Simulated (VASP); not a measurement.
# K in VASP: further runs

The runs below take K through single point, relaxation of cell and atoms, with PBEsol.

Everything below comes from runs of VASP 6.6.1. Logs are shortened: lines on timing, memory, paths and dates and some standing lists are left out, and cuts for length are marked.

### 1 The cell of the first run

Symmetry: Cmcm, No. 63, orthorhombic system. Conventional cell: a = 4.698 Å, b = 8.049 Å, c = 7.528 Å, α = 90.00°, β = 90.00°, γ = 90.00°.

### 2 Single point, PBEsol

INCAR

```
PREC = Accurate
ENCUT = 520
EDIFF = 1E-6
ISMEAR = 0
SIGMA = 0.15
LREAL = False
LASPH = True
NELM = 60
ALGO = Fast
ISIF = 2
LWAVE = False
LCHARG = True
GGA = PS
LELF = True
LVHAR = True
NBANDS = 16
```

KPOINTS

```
regular mesh
0
Gamma
  8 8 6
```

POSCAR

```
K
1.0
    2.3491143793     -4.0243054317      0.0000000000
    2.3491143793      4.0243054317      0.0000000000
    0.0000000000      0.0000000000      7.5280353440
K
2
Direct
    0.8308969762      0.1691030238      0.2500000000
    0.1691030238      0.8308969762      0.7500000000
```

Potentials or basis: VASP PAW PBE potentials, release 64 (K_sv).

Started as:

```bash
$ cat potpaw_PBE.64/K_sv/POTCAR > POTCAR
$ mpirun -np 1 vasp_std > vasp.out
```

OUTCAR:

```text
PREC = Accurate
   ENCUT = 520
   EDIFF = 1E-6
   ISMEAR = 0
   LREAL = False
   LASPH = True
   NELM = 60
   ISIF = 2
   GGA = PS

 ion  position               nearest neighbor table
   1  0.831  0.169  0.250-
   2  0.169  0.831  0.750-

  LATTYP: Found a base centered orthorhombic cell.
 ALAT       =     4.6982287586
 B/A-ratio  =     1.7131160011
 C/A-ratio  =     1.6023134953

  Lattice vectors:

 A1 = (   2.3491143793,  -4.0243054317,   0.0000000000)
 A2 = (   2.3491143793,   4.0243054317,   0.0000000000)
 A3 = (   0.0000000000,   0.0000000000,   7.5280353440)

Analysis of symmetry for initial positions (statically):
=====================================================================
 Subroutine PRICEL returns:
 Original cell was already a primitive cell.

 Routine SETGRP: Setting up the symmetry group for a
 base centered orthorhombic supercell.

 Subroutine GETGRP returns: Found  8 space group operations
 (whereof  4 operations were pure point group operations)
 out of a pool of  8 trial point group operations.

The static configuration has the point symmetry C_2h.
 The point group associated with its full space group is D_2h.

Analysis of symmetry for dynamics (positions and initial velocities):
=====================================================================
 Subroutine PRICEL returns:
 Original cell was already a primitive cell.

 Routine SETGRP: Setting up the symmetry group for a
 base centered orthorhombic supercell.

 Subroutine GETGRP returns: Found  8 space group operations
 (whereof  4 operations were pure point group operations)
 out of a pool of  8 trial point group operations.

The dynamic configuration has the point symmetry C_2h.
 The point group associated with its full space group is D_2h.

 Subroutine INISYM returns: Found  8 space group operations
 (whereof  4 operations are pure point group operations),
 and found     1 'primitive' translations

----------------------------------------------------------------------------------------

                                     Primitive cell

  volume of cell :     142.3334

  direct lattice vectors                    reciprocal lattice vectors
     2.349114379 -4.024305432  0.000000000     0.212846171 -0.124245043  0.000000000
     2.349114379  4.024305432  0.000000000     0.212846171  0.124245043  0.000000000
[... 78 lines left out ...]
   ICHARG =      2    charge: 1-file 2-atom 10-const
   ISPIN  =      1    spin polarized calculation?
   LNONCOLLINEAR =      F non collinear calculations
   LSORBIT =      F    spin-orbit coupling
   LASPH  =      T    aspherical Exc in radial PAW
   ENCUT  =  520.0 eV  38.22 Ry    6.18 a.u.   8.66  8.66 14.00*2*pi/ulx,y,z
   NELM   =     60;   NELMIN=  2; NELMDL= -5     # of ELM steps
   EDIFF  = 0.1E-05   stopping-criterion for ELM
   LREAL  =      F    real-space projection
   EDIFFG = 0.1E-04   stopping-criterion for IOM
   NSW    =      0    number of steps for IOM
   IBRION =     -1    ionic relax: 0-MD 1-quasi-New 2-CG
   NFREE  =      0    steps in history (QN), initial steepest desc. (CG)
   ISIF   =      2    stress and relaxation
   ISYM   =      2    0-nonsym 1-usesym 2-fastsym
   POTIM  = 0.5000    time-step for ionic-motion
   TEBEG  =    0.0;   TEEND  =   0.0 temperature during run
   PSTRESS=    0.0 pullay stress
   NELECT =      18.0000    total number of electrons
   NUPDOWN=      -1.0000    fix difference up-down
   EMIN   =  10.00;   EMAX   =-10.00  energy-range for DOS
   EFERMI =   0.00;   METHOD = LEGACY
   ISMEAR =     0;   SIGMA  =   0.15  broadening in eV -4-tet -1-fermi 0-gaus
   EFERMI_NEDOS =   21; number of points for ismear=-14 and -15
   IALGO  =     68    algorithm
   IMIX   =      4    mixing-type and parameters
     AMIX     =   0.40;   BMIX     =  1.00
     AMIX_MAG =   1.60;   BMIX_MAG =  1.00
  volume/ion in A,a.u.               =      71.17       480.26
  Fermi-wavevector in a.u.,A,eV,Ry     =   0.821732  1.552848  9.187240  0.675243
  Thomas-Fermi vector in A             =   1.932943
   LORBIT       =      0    0 simple, 1 ext, 2 COOP (PROOUT), +10 PAW based schemes
   GGA     = PS    functional components
   LHFCALC =     F    Hartree Fock is set to
   AEXX    =    0.0000 exact exchange contribution
   IVDW    =     0    specifies the selected vdW correction
   LEPSILON=     F    determine dielectric tensor
   LRPA    =     F    only Hartree local field effects (RPA)
 non-spin polarized calculation
 RMM-DIIS sequential band-by-band and
 Gauss-broadening in eV      SIGMA  =   0.15
  energy-cutoff  :      520.00
  volume of cell :      142.33
 maximum number of plane-waves:      3856
   NGX = 17   NGY = 17   NGZ = 27

 number of electron      18.0000001 magnetization

 Free energy of the ion-electron system (eV)
  ---------------------------------------------------
  ext. energy  EPLUGINS =         0.00000000
  ---------------------------------------------------
  free energy    TOTEN  =        -2.27454254 eV

  energy without entropy =       -2.25710960  energy(sigma->0) =       -2.26582607

 E-fermi :  -0.1055     XC(G=0):  -5.7784

 val. band max:       -0.1727295436   @ k =   0.5000   0.2500   0.3333
 cond. band min:      -0.0709081060   @ k =   0.3750   0.1250   0.3333
 fundamental gap:      0.1018214377
 Fermi energy:        -0.1055176011

 k-point     1 :       0.0000    0.0000    0.0000
  band No.  band energies     occupation
      1     -32.0628      2.00000
      2     -32.0580      2.00000
      3     -15.6497      2.00000
      4     -15.5834      2.00000
      5     -15.5820      2.00000
      6     -15.5714      2.00000
[... 433 lines left out ...]
      3     -15.6343      2.00000
      4     -15.6076      2.00000
      5     -15.6022      2.00000
      6     -15.5899      2.00000
[... 8 lines left out ...]
     15       4.2348      0.00000
     16       4.3738      0.00000

 [... further k-points ...]
[... 5 lines left out ...]
  --------------------------------------------------------------------------------------
  -------------------------------------------------------------------------------------
  Total       -0.0083296      0.0086530     -0.0191280      0.0000000     -0.0000000      0.0000000
  in kB       -0.0937619      0.0974021     -0.2153146      0.0000000     -0.0000000      0.0000000
  external PRESSURE =      -0.0705581 kB  Pullay stress =       0.0000000 kB

 VOLUME and BASIS-vectors are now :
 -----------------------------------------------------------------------------
  energy-cutoff  :      520.00
  volume of cell :      142.33
      direct lattice vectors                 reciprocal lattice vectors
     2.349114379 -4.024305432  0.000000000     0.212846171 -0.124245043  0.000000000
     2.349114379  4.024305432  0.000000000     0.212846171  0.124245043  0.000000000
     0.000000000  0.000000000  7.528035344     0.000000000  0.000000000  0.132836783

 POSITION                                       TOTAL-FORCE (eV/Angst)
 -----------------------------------------------------------------------------------
      2.34911     -2.66326      1.88201         0.000000      0.000051     -0.000000
      2.34911      2.66326      5.64603         0.000000     -0.000051      0.000000
 -----------------------------------------------------------------------------------
    total drift:                               -0.000000     -0.000000      0.000000

  FREE ENERGIE OF THE ION-ELECTRON SYSTEM (eV)
  ---------------------------------------------------
  free  energy   TOTEN  =        -2.2745425371 eV

  energy  without entropy=       -2.2571095956  energy(sigma->0) =       -2.26582607
```

stdout:

```text
POSCAR found type information on POSCAR K
 POSCAR found :  1 types and       2 ions
 scaLAPACK will be used
 -----------------------------------------------------------------------------
|                                                                             |
|                                                                             |
|     You enforced a specific xc type in the INCAR file but a different       |
|     I HOPE YOU KNOW WHAT YOU ARE DOING!                                     |
|                                                                             |
 -----------------------------------------------------------------------------

 LDA part: xc-table for (Slater+PW92), standard interpolation
 POSCAR, INCAR and KPOINTS ok, starting setup
 FFT: planning ... GRIDC
 FFT: planning ... GRID_SOFT
 FFT: planning ... GRID
 WAVECAR not read
 entering main loop
WARNING in EDDRMM: call to ZHEGV failed, returncode =   8  4     15
WARNING in EDDRMM: call to ZHEGV failed, returncode =   8  4     16
WARNING in EDDRMM: call to ZHEGV failed, returncode =   6  3     12
```

Run time: 1.9 min. Hardware: 1 thread of Intel Xeon Platinum 8559C (Emerald Rapids), shared host; peak memory 0.33 GiB.

Results:

```yaml
Free_energy: -2.2745 eV
Pressure: 0.0 GPa
Band_gap_on_the_k_mesh: zero (band 9 reaches 0.94 eV, above the bottom of band 10 at -1.56 eV)
```

Levels at points of the mesh, in eV from the Fermi level:
```csv
k point,band 5,band 6,band 7,band 8,band 9,band 10,band 11,band 12,band 13,band 14
"(0.00, 0.00, 0.00)",-15.48,-15.47,-15.47,-15.47,-2.20,0.37,0.62,4.05,4.15,4.26
"(0.50, 0.00, 0.00)",-15.51,-15.49,-15.49,-15.48,0.10,0.24,1.66,1.98,2.34,2.82
"(0.50, 0.50, 0.00)",-15.51,-15.50,-15.48,-15.48,0.13,0.27,1.66,1.96,2.41,2.86
"(0.00, 0.00, 0.50)",-15.47,-15.47,-15.47,-15.47,-1.45,-1.45,2.84,2.84,4.10,4.10
"(0.50, 0.00, 0.50)",-15.49,-15.49,-15.48,-15.48,0.61,0.61,0.87,0.87,3.12,3.12
"(0.50, 0.50, 0.50)",-15.49,-15.49,-15.49,-15.49,0.64,0.64,0.90,0.90,3.12,3.12
```

Caveat: the PAW data sets were made with another functional, which shifts forces and pressure a little.

### 3 Single point, PBEsol

This run uses another cell than the first one, of 11.56 Å³/atom, 0.162 times its volume.

Edit INCAR of step 2 so:

```diff
@@ -4,7 +4,7 @@
 ISMEAR = 0
-SIGMA = 0.15
+SIGMA = 0.1
 LREAL = False
 LASPH = True
-NELM = 60
-ALGO = Fast
+NELM = 100
+ALGO = Normal
 ISIF = 2
```

KPOINTS

```
Automatic mesh
0
Gamma
  18 18 10
```

POSCAR

```
K
1.0
    1.2740169131     -2.2066643738      0.0000000000
    1.2740169131      2.2066643738      0.0000000000
    0.0000000000      0.0000000000      4.1131087008
K
2
Direct
    0.8333334555      0.1666665445      0.2500000000
    0.1666665445      0.8333334555      0.7500000000
```

Potentials or basis: VASP PAW PBE potentials, release 64 (K_sv).

Started as:

```bash
$ cat potpaw_PBE.64/K_sv/POTCAR > POTCAR
$ mpirun -np 1 vasp_std > vasp.out
```

Run time: 78 s. Hardware: 1 thread of Intel Xeon Platinum 8259CL at 2.50GHz (Skylake/Cascade Lake), shared host; peak memory 0.18 GiB.

It converged, with:

```yaml
Free_energy: 7.5828 eV
Pressure: 96.5 GPa
Band_gap_on_the_k_mesh: zero (band 9 reaches 11.14 eV, above the bottom of band 10 at 7.48 eV)
```

Stress tensor (GPa, compression positive):
```
96.33  0.00  0.00
 0.00 96.33  0.00
 0.00  0.00 96.82
```

Levels at points of the mesh, in eV from the Fermi level:
```
           k point  band 7  band 8  band 9  band 10  band 11  band 12
(0.00, 0.00, 0.00)  -13.81  -13.67   -0.53     1.22     4.22     4.22
(0.50, 0.00, 0.00)  -15.99  -14.63   -2.46    -0.94     1.06     3.65
(0.00, 0.00, 0.50)  -14.28  -14.28    1.20     1.20     4.09     4.09
(0.50, 0.00, 0.50)  -15.66  -15.66   -1.42    -1.42     0.50     0.50
```

Caveat: the PAW data sets were made with another functional, which shifts forces and pressure a little.

### 4 Relaxation of cell and atoms, PBEsol, target pressure 90 GPa, at which the enthalpy is minimised

This run uses another cell than the first one, of 12.71 Å³/atom, 0.179 times its volume.

INCAR

```
PREC     = Accurate       # precision mode
ENCUT    = 600            # plane-wave cutoff, eV
EDIFF    = 1E-7           # SCF threshold, eV
ISMEAR   = 0              # smearing method
SIGMA    = 0.1            # smearing width, eV
LREAL    = F              # projectors in reciprocal space
LASPH    = T              # aspherical terms in the spheres
NELM     = 100            # most SCF steps
ALGO     = Normal         # electronic algorithm
ISIF     = 3              # what is computed and relaxed
LWAVE    = F              # write WAVECAR
LCHARG   = F              # write CHGCAR
GGA      = PS             # functional
IBRION   = 2              # ionic algorithm
NSW      = 70             # ionic steps
EDIFFG   = -0.008         # ionic threshold
PSTRESS  = 900.0
```

KPOINTS is that of step 3.

POSCAR

```
K
1.0
    1.3076375410     -2.2649383892      0.0000000000
    1.3076375410      2.2649383892      0.0000000000
    0.0000000000      0.0000000000      4.2915221182
K
2
Direct
    0.8333402140      0.1666597860      0.2500000000
    0.1666597860      0.8333402140      0.7500000000
```

Started as:

```bash
$ cat potpaw_PBE.64/K_sv/POTCAR > POTCAR
$ mpirun -np 1 vasp_std > vasp.out
```

It took 21 min on 1 thread of Intel Xeon Platinum 8259CL at 2.50GHz (Skylake/Cascade Lake), shared host; peak memory 0.34 GiB.

It converged, with:

| Item | Value |
| --- | --- |
| Free energy | 7.3239 eV |
| Relaxed volume | 11.78 Å³/atom |
| Relaxed cell | a = 2.562 Å, b = 2.562 Å, c = 4.148 Å, α = 90.00°, β = 90.00°, γ = 120.00° |
| Space group after relaxing (to 0.05 Å) | P6_3/mmc (No. 194) |
| Energy change on relaxing (the enthalpy is what falls) | +452.1 meV/atom |
| Ionic steps | 10 |
| Pressure after relaxing | 90.0 GPa |
| Band gap on the k mesh | zero (band 9 reaches 11.00 eV, above the bottom of band 10 at 7.34 eV) |

The path:
```tsv
step	energy change (eV)	largest force (eV/Å)	pressure (GPa)	volume (Å³)
1	0.0000	0.0002	68.07	25.42
2	4.1340	0.0001	179.16	19.54
3	0.8339	0.0002	88.28	23.70
4	0.8906	0.0002	89.71	23.60
5	0.9106	0.0002	90.22	23.56
6	0.9122	0.0001	90.22	23.56
7	0.9147	0.0001	90.26	23.55
8	0.9148	0.0001	90.27	23.55
9	0.8761	0.0001	89.29	23.62
10	0.9042	0.0001	90.00	23.57
```

Final structure:
```cif
data_structure
_symmetry_space_group_name_H-M 'P 1'
_symmetry_Int_Tables_number 1
_cell_length_a 2.5617
_cell_length_b 2.5617
_cell_length_c 4.1475
_cell_angle_alpha 90.000
_cell_angle_beta 90.000
_cell_angle_gamma 120.000
_cell_volume 23.57
loop_
_atom_site_label
_atom_site_type_symbol
_atom_site_fract_x
_atom_site_fract_y
_atom_site_fract_z
_atom_site_occupancy
K1 K 0.83334 0.16666 0.25000 1
K2 K 0.16666 0.83334 0.75000 1
```

Levels at points of the mesh, in eV from the Fermi level:
```csv
k point,band 6,band 7,band 8,band 9,band 10,band 11,band 12,band 13
"(0.00, 0.00, 0.00)",-13.90,-13.90,-13.80,-0.53,0.95,4.21,4.21,4.41
"(0.50, 0.00, 0.00)",-16.51,-16.00,-14.71,-2.38,-0.96,1.00,3.67,6.16
"(0.50, 0.50, 0.00)",-16.51,-16.00,-14.71,-2.38,-0.96,1.00,3.67,6.16
"(0.00, 0.00, 0.50)",-14.35,-14.35,-14.35,1.14,1.14,4.10,4.10,4.10
"(0.50, 0.00, 0.50)",-15.71,-15.69,-15.69,-1.42,-1.42,0.52,0.52,7.50
"(0.50, 0.50, 0.50)",-15.71,-15.69,-15.69,-1.42,-1.42,0.52,0.52,7.50
```

Caveat: the cell is relaxed towards a set pressure, so the enthalpy falls and the energy may rise; the PAW data sets were made with another functional, which shifts forces and pressure a little.

### 5 Single point, PBEsol

This run uses another cell than the first one, of 13.77 Å³/atom, 0.193 times its volume.

INCAR

```
SYSTEM = K
  PREC = Accurate
  ENCUT = 520
  EDIFF = 1E-6
  ISMEAR = 0
  SIGMA = 0.1
  LREAL = .False.
  LASPH = .True.
  NELM = 100
  ALGO = Normal
  ISIF = 2
  LWAVE = .False.
  LCHARG = .False.
  GGA = PS
  NBANDS = 16
```

KPOINTS

```
regular mesh
0
Gamma
  16 16 8
  0 0 0
```

POSCAR

```
K
1.0
    1.3429769737     -2.3261492640      0.0000000000
    1.3429769737      2.3261492640      0.0000000000
    0.0000000000      0.0000000000      4.4075022367
K
2
Direct
    0.8333402140      0.1666597860      0.2500000000
    0.1666597860      0.8333402140      0.7500000000
```

Started as:

```bash
$ cat potpaw_PBE.64/K_sv/POTCAR > POTCAR
$ mpirun -np 1 vasp_std > vasp.out
```

It took 1.8 min on 1 thread of Intel Xeon Platinum 8259CL at 2.50GHz (Skylake/Cascade Lake), shared host; peak memory 0.24 GiB.

The run converged. Its results:

| Property | Result |
| --- | --- |
| Free energy | 5.6228 eV |
| Pressure | 52.8 GPa |
| Band gap on the k mesh | zero (band 9 reaches 9.50 eV, above the bottom of band 10 at 6.65 eV) |

Stress tensor (GPa, compression positive):
```
52.75  0.00  0.00
 0.00 52.74  0.00
 0.00  0.00 52.91
```

Levels at points of the mesh, in eV from the Fermi level:
```tsv
k point	band 5	band 6	band 7	band 8	band 9	band 10	band 11	band 12	band 13	band 14
(0.00, 0.00, 0.00)	-15.10	-14.50	-14.48	-14.48	-0.84	-0.52	4.17	4.22	4.22	5.54
(0.50, 0.00, 0.00)	-17.70	-16.40	-15.98	-15.12	-1.70	-0.86	0.69	3.82	5.16	6.02
(0.50, 0.50, 0.00)	-17.70	-16.40	-15.98	-15.12	-1.70	-0.86	0.69	3.82	5.16	6.02
(0.00, 0.00, 0.50)	-14.80	-14.80	-14.79	-14.79	0.62	0.62	4.17	4.17	4.17	4.17
(0.50, 0.00, 0.50)	-15.90	-15.90	-15.80	-15.80	-1.30	-1.30	0.82	0.82	6.97	6.97
(0.50, 0.50, 0.50)	-15.90	-15.90	-15.80	-15.80	-1.30	-1.30	0.82	0.82	6.97	6.97
```

Caveat: the PAW data sets were made with another functional, which shifts forces and pressure a little.

### 6 Overview

| task | cell | k mesh | cutoff (eV) | smearing | gap on the mesh (eV) | pressure (GPa) |
| --- | --- | --- | --- | --- | --- | --- |
| single point | a = 4.660, b = 4.660, c = 7.528 Å, angles 90.0, 90.0, 119.5°, 2 atoms | 8 × 8 × 6 | 520 | gaussian 0.15 eV | none | 0.0 |
| single point | a = 2.548, b = 2.548, c = 4.113 Å, angles 90.0, 90.0, 120.0°, 2 atoms | 18 × 18 × 10 | 520 | gaussian 0.1 eV | none | 96.5 |
| relaxation of cell and atoms | relaxed to 90 GPa from a = 2.615, b = 2.615, c = 4.292 Å, angles 90.0, 90.0, 120.0°, 2 atoms | 18 × 18 × 10 | 600 | gaussian 0.1 eV | none | 90.0 |
| single point | a = 2.686, b = 2.686, c = 4.408 Å, angles 90.0, 90.0, 120.0°, 2 atoms | 16 × 16 × 8 | 520 | gaussian 0.1 eV | none | 52.8 |

Alike in all rows: level PBEsol; potentials or basis VASP PAW PBE potentials, release 64 (K_sv); no spin polarisation.

Caveats: the PAW data sets were made with another functional, which shifts forces and pressure a little; the cell is relaxed towards a set pressure, so the enthalpy falls and the energy may rise (some runs).

Absolute energies hang on the potentials; compare differences alone.
